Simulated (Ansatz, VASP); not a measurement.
## One calculation of ReP, two programs

```
CELL_PARAMETERS angstrom
0.00000 2.41206 2.41206
2.41206 0.00000 2.41206
2.41206 2.41206 0.00000
ATOMIC_POSITIONS crystal
Re 0.50000 0.50000 0.50000
P 0.00000 0.00000 0.00000
```

Alike in both runs: task single point; functional PBE; k mesh 12 × 12 × 12; occupations gaussian, width 0.05 eV; no spin polarisation.

```csv
,VASP,Ansatz
version,VASP 6.6.1,Ansatz 0.2.0
potentials or method,"VASP PAW PBE potentials, release 64 (Re_sv_GW, P), cutoff 560 eV","scalar-relativistic, plane waves, PAW"
valence electrons in the cell,20,20
```

```tsv
	VASP	Ansatz	Ansatz less VASP
gap on the k mesh at the Fermi level (eV)	none	none	-
pressure (GPa)	13.1	14.0	+0.91
```

A gap of «none» marks a metal or a gap that the smearing closes.

Neither program's run includes spin-orbit coupling.
